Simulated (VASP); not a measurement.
# CoO (P1) in VASP: single point with RPBE+U

Aim: the single point of CoO with RPBE+U.

All numbers are computed with VASP 6.6.1; they aren't measurements. Logs are shortened: lines on timing, memory, paths and dates and some standing lists are left out, and cuts for length are marked.

## (1) The cell of the first run

The typed cell holds 2 atoms: a = 2.976 Å, b = 2.976 Å, c = 2.976 Å, α = 60.33°, β = 60.33°, γ = 60.33°.

## (2) Single point, RPBE+U, non-collinear spin, typed start

INCAR reads:

```
SYSTEM = CoO
PREC = Accurate
ENCUT = 600
EDIFF = 1E-6
ISMEAR = 0
SIGMA = 0.1
LREAL = .FALSE.
LASPH = .TRUE.
NELM = 200
ALGO = Normal
ISIF = 2
LWAVE = .FALSE.
LCHARG = .FALSE.
LNONCOLLINEAR = .TRUE.
MAGMOM = 2 0 0 0 0 0
LORBIT = 11
LMAXMIX = 4
LDAU = .TRUE.
LDAUTYPE = 2
LDAUL = 2 -1
LDAUU = 6 0
LDAUJ = 0 0
LDAUPRINT = 1
GGA = RP
NBANDS = 27
GGA_COMPAT = .FALSE.
```

KPOINTS reads:

```
regular mesh
0
G
  8 8 8
  0 0 0
```

POSCAR reads:

```
CoO
1.0
    1.4953654176      0.8633496264      2.4235510644
   -1.4953654176      0.8633496264      2.4235510644
    0.0000000000     -1.7266992528      2.4235510644
Co O
1 1
Direct
   -0.0279930000      0.0114130000     -0.0022900000
    0.4684800000      0.5366430000      0.5278300000
```

Potentials or basis: VASP PAW PBE potentials, release 64 (Co, O).

Started as:

```
$ cat potpaw_PBE.64/Co/POTCAR potpaw_PBE.64/O/POTCAR > POTCAR
$ mpirun -np 1 vasp_ncl > vasp.out
```

OUTCAR:

```text
SYSTEM = CoO
   PREC = Accurate
   ENCUT = 600
   EDIFF = 1E-6
   ISMEAR = 0
   LREAL = .FALSE.
   LASPH = .TRUE.
   NELM = 200
   ISIF = 2
   LNONCOLLINEAR = .TRUE.
   LORBIT = 11
   GGA = RP

 ion  position               nearest neighbor table
   1  0.972  0.011  0.998-   2 1.99   2 2.06   2 2.07   2 2.16   2 2.17   2 2.23
   2  0.468  0.537  0.528-   1 1.99   1 2.06   1 2.07   1 2.16   1 2.17   1 2.23

  LATTYP: Found a trigonal (rhomboedric) cell.
 ALAT       =     2.9757503375
 COS(alpha) =     0.4949531368

  Lattice vectors:

 A1 = (   1.4953654176,   0.8633496264,   2.4235510644)
 A2 = (  -1.4953654176,   0.8633496264,   2.4235510644)
 A3 = (   0.0000000000,  -1.7266992528,   2.4235510644)

Analysis of symmetry for initial positions (statically):
=====================================================================
 Subroutine PRICEL returns:
 Original cell was already a primitive cell.

 Routine SETGRP: Setting up the symmetry group for a
 trigonal (rhombohedral) supercell.

 Subroutine GETGRP returns: Found  1 space group operations
 (whereof  1 operations were pure point group operations)
 out of a pool of 12 trial point group operations.

The static configuration has the point symmetry C_1 .

Analysis of symmetry for dynamics (positions and initial velocities):
=====================================================================
 Subroutine PRICEL returns:
 Original cell was already a primitive cell.

 Routine SETGRP: Setting up the symmetry group for a
 trigonal (rhombohedral) supercell.

 Subroutine GETGRP returns: Found  1 space group operations
 (whereof  1 operations were pure point group operations)
 out of a pool of 12 trial point group operations.

The dynamic configuration has the point symmetry C_1 .

Analysis of structural, dynamic, and magnetic symmetry:
=====================================================================
 Subroutine PRICEL returns:
 Original cell was already a primitive cell.

 Routine SETGRP: Setting up the symmetry group for a
 trigonal (rhombohedral) supercell.

 Subroutine GETGRP returns: Found  1 space group operations
 (whereof  1 operations were pure point group operations)
[... 192 lines left out ...]
  o =  0.9813  v = -0.4170 -0.1956  0.3533 -0.3057 -0.2638 -0.4169 -0.1957  0.3532 -0.3057 -0.2641      0.0000 -0.0001 -0.0002 -0.0001 -0.0001  0.0004  0.0002 -0.0002  0.0004  0.0002
  o =  1.0294  v = -0.1951 -0.5032 -0.0013  0.2662  0.3713 -0.1952 -0.5032 -0.0013  0.2662  0.3713      0.0000 -0.0001  0.0000  0.0000  0.0001  0.0002  0.0004 -0.0000 -0.0003 -0.0003
  o =  1.0314  v =  0.3694 -0.2659 -0.0017 -0.5045  0.1956  0.3695 -0.2659 -0.0017 -0.5045  0.1956      0.0000 -0.0000  0.0000  0.0000  0.0000 -0.0004  0.0002 -0.0000  0.0005 -0.0002

 number of electron      14.9999998 magnetization       2.9999986     -0.0028510     -0.0003416

 Free energy of the ion-electron system (eV)
  ---------------------------------------------------
  ext. energy  EPLUGINS =         0.00000000
  ---------------------------------------------------
  free energy    TOTEN  =       -10.71921290 eV

  energy without entropy =      -10.71921290  energy(sigma->0) =      -10.71921290

 E-fermi :   7.9797     XC(G=0): -12.2946

 val. band max:        7.5538320092   @ k =   0.5000   0.5000   0.5000
 cond. band min:       9.7756361980   @ k =   0.0000   0.0000   0.0000
 fundamental gap:      2.2218041887
 Fermi energy:         7.9797159008

 k-point     1 :       0.0000    0.0000    0.0000
  band No.  band energies     occupation
      1     -11.6383      1.00000
      2     -11.3405      1.00000
      3       1.4076      1.00000
      4       1.5690      1.00000
      5       1.7196      1.00000
      6       2.6496      1.00000
[... 709 lines left out ...]
     26      25.6375      0.00000
     27      26.5113      0.00000

 [... further k-points ...]

------------------------ aborting loop because EDIFF is reached ----------------------------------------

  FORCE on cell =-STRESS in cart. coord.  units (eV):
  Direction    XX          YY          ZZ          XY          YZ          ZX
  --------------------------------------------------------------------------------------
  -------------------------------------------------------------------------------------
  Total        2.2003518      2.1042893      2.1873326      0.0378463     -0.1595232     -0.2494130
  in kB      187.7868812    179.5885150    186.6757689      3.2299553    -13.6143560    -21.2859076
  external PRESSURE =     184.6837217 kB  Pullay stress =       0.0000000 kB

 VOLUME and BASIS-vectors are now :
 -----------------------------------------------------------------------------
  energy-cutoff  :      600.00
  volume of cell :       18.77
      direct lattice vectors                 reciprocal lattice vectors
     1.495365418  0.863349626  2.423551064     0.334366433  0.193046550  0.137539224
    -1.495365418  0.863349626  2.423551064    -0.334366433  0.193046550  0.137539224
     0.000000000 -1.726699253  2.423551064     0.000000000 -0.386093100  0.137539224

 POSITION                                       TOTAL-FORCE (eV/Angst)
 -----------------------------------------------------------------------------------
      1.43644     -0.87371      4.80137        -0.334039     -0.253031      0.868317
     -0.10193     -0.04363      3.71519         0.334039      0.253031     -0.868317
 -----------------------------------------------------------------------------------
    total drift:                                0.000207     -0.000684     -0.001270

  FREE ENERGIE OF THE ION-ELECTRON SYSTEM (eV)
  ---------------------------------------------------
  free  energy   TOTEN  =       -10.7192129048 eV

  energy  without entropy=      -10.7192129048  energy(sigma->0) =      -10.71921290

 total charge

# of ion       s       p       d       tot
------------------------------------------
    1        0.319   0.402   7.168   7.890
    2        1.552   3.512   0.000   5.064
--------------------------------------------------
tot          1.871   3.915   7.168  12.954

 magnetization (x)

# of ion       s       p       d       tot
------------------------------------------
    1        0.022   0.021   2.799   2.841
    2        0.017   0.124   0.000   0.141
--------------------------------------------------
tot          0.038   0.145   2.799   2.982

 magnetization (y)

# of ion       s       p       d       tot
------------------------------------------
    1       -0.000  -0.000  -0.003  -0.003
    2       -0.000  -0.000   0.000  -0.000
--------------------------------------------------
tot         -0.000  -0.000  -0.003  -0.003

 magnetization (z)

# of ion       s       p       d       tot
------------------------------------------
    1        0.000   0.000  -0.000  -0.000
    2       -0.000  -0.000   0.000  -0.000
--------------------------------------------------
tot          0.000  -0.000  -0.000  -0.000
```

OSZICAR:

```text
N       E                     dE             d eps       ncg     rms          rms(c)
DAV:   1     0.136280098411E+03    0.13628E+03   -0.75191E+03 28104   0.155E+03
DAV:   2     0.484884408472E+01   -0.13143E+03   -0.11697E+03 28874   0.341E+02
DAV:   3    -0.950910700660E+01   -0.14358E+02   -0.13665E+02 30263   0.126E+02
[... 13 lines left out ...]
DAV: 110    -0.107192128611E+02    0.29011E-05   -0.40208E-05 27810   0.769E-02    0.491E-03
DAV: 111    -0.107192196126E+02   -0.67515E-05   -0.10806E-04 27818   0.124E-01    0.618E-03
DAV: 112    -0.107192131398E+02    0.64728E-05   -0.77271E-05 27743   0.108E-01    0.510E-03
DAV: 113    -0.107192128528E+02    0.28701E-06   -0.12595E-05 27903   0.504E-02    0.470E-03
DAV: 114    -0.107192129048E+02   -0.52000E-07   -0.56586E-06 28203   0.301E-02
   1 F= -.10719213E+02 E0= -.10719213E+02  d E =-.732329E-12  mag=     3.0000    -0.0029    -0.0003
```

stdout:

```text
POSCAR found type information on POSCAR CoO
 POSCAR found :  2 types and       2 ions
 scaLAPACK will be used
 -----------------------------------------------------------------------------
|                                                                             |
|                                                                             |
|     You enforced a specific xc type in the INCAR file but a different       |
|     I HOPE YOU KNOW WHAT YOU ARE DOING!                                     |
|                                                                             |
 -----------------------------------------------------------------------------

 LDA part: xc-table for (Slater+PW92), standard interpolation
 POSCAR, INCAR and KPOINTS ok, starting setup
 FFT: planning ... GRIDC
 FFT: planning ... GRID_SOFT
 FFT: planning ... GRID
 WAVECAR not read
 entering main loop
```

Run time: 39 min. Hardware: 1 thread of Intel Xeon 6975P-C (Granite Rapids), shared host; peak memory 0.57 GiB.

Results:

```yaml
Free_energy: -10.7192 eV
Pressure: 18.5 GPa
Largest_force: 0.964 eV/Å
Band_gap_on_the_k_mesh: 2.22 eV (least direct gap 3.52 eV)
Net_moment: 3.00 μB per cell
Valence_electrons_inside_the_program's_atomic_spheres: Co 7.89; O 5.06
```

Forces on the atoms (eV/Å):
```
Co  -0.334 -0.253  0.868
O    0.334  0.253 -0.868
```

Levels at points of the mesh, in eV from the valence-band top:
```tsv
k point	band 12	band 13	band 14	band 15	band 16	band 17	band 18	band 19
(0.00, 0.00, 0.00)	-1.65	-1.58	-1.34	-1.30	2.22	2.84	3.04	3.42
(0.50, 0.00, 0.00)	-2.43	-2.34	-0.17	-0.10	4.10	5.19	5.64	6.17
(0.00, 0.50, 0.00)	-1.55	-0.96	-0.15	-0.09	4.11	5.24	5.61	6.27
(0.00, 0.00, 0.50)	-1.55	-0.96	-0.15	-0.07	4.11	5.26	5.62	6.27
(0.50, 0.50, 0.00)	-2.92	-2.87	-2.46	-2.21	3.37	4.00	4.34	6.90
(0.50, 0.00, 0.50)	-2.91	-2.89	-2.48	-2.21	3.37	4.00	4.34	6.90
(0.00, 0.50, 0.50)	-3.04	-2.87	-2.63	-2.24	3.48	4.02	4.31	6.88
(0.50, 0.50, 0.50)	-1.55	-0.96	-0.11	0.00	4.12	5.55	5.58	6.18
```

Moments on the atoms (μB; x, y, z):
```
Co  2.84 0.00 0.00
O   0.14 0.00 0.00
```

Caveat: the cell stands under pressure; the PAW data sets were made with another functional, which shifts forces and pressure a little; a cell with one magnetic atom can't hold antiferromagnetic order, which such compounds often take.
